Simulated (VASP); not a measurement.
Write the native input for VASP 6.6.1 that does the following.

```yaml
Task: relaxation of cell and atoms
Functional: PBE
Potentials_or_basis: VASP PAW PBE potentials, release 64 (Al, Cl)
Cutoff: 600 eV
k_mesh: 12 × 12 × 12
Occupations: gaussian, width 0.1 eV
Spin: no spin polarisation
Dipole_correction: no
Further_INCAR_settings: ALGO = Normal; EDIFF = 1e-06; IBRION = 2; EDIFFG = -0.01; NSW = 100; ISIF = 3
```

The structure of Al3Cl lies in POSCAR:

```
Al3Cl
1.0
    4.3025038100      0.0000000000      0.0000000000
    0.0000000000      4.3025038100      0.0000000000
    0.0000000000      0.0000000000      4.3025038100
Al Cl
3 1
Direct
    0.5000000000      0.5000000000      0.0000000000
    0.5000000000      0.0000000000      0.5000000000
    0.0000000000      0.5000000000      0.5000000000
    0.0000000000      0.0000000000      0.0000000000
```

One way to write it, as run:

INCAR

```
PREC = Accurate
ENCUT = 600
EDIFF = 1E-6
ISMEAR = 0
SIGMA = 0.1
LREAL = F
LASPH = T
NELM = 100
ALGO = Normal
ISIF = 3
LWAVE = F
LCHARG = F
GGA = PE
IBRION = 2
NSW = 100
EDIFFG = -0.01
```

KPOINTS

```
Automatic mesh
0
Gamma
  12 12 12
```

Potentials or basis: VASP PAW PBE potentials, release 64 (Al, Cl).

Run with:

```console
$ cat potpaw_PBE.64/Al/POTCAR potpaw_PBE.64/Cl/POTCAR > POTCAR
$ mpirun -np 1 vasp_std > vasp.out
```

Results of the run:

The relaxed volume is 20.45 Å³/atom. The relaxed cell is a = 4.341 Å, b = 4.341 Å, c = 4.341 Å, α = 90.00°, β = 90.00°, γ = 90.00° and the space group after relaxing (to 0.05 Å) is Pm-3m (No. 221). The energy gained by relaxing is 1.9 meV/atom and the ionic steps are 3. The pressure after relaxing is 0.0 GPa. The band gap on the k mesh is zero (band 8 reaches 6.31 eV, above the bottom of band 9 at 5.37 eV).

Wall time 2.2 min on 1 thread of Intel(R) Xeon(R) Platinum 8375C CPU @ 2.90GHz (Ice Lake), with other jobs on the host, peak memory 0.26 GiB.
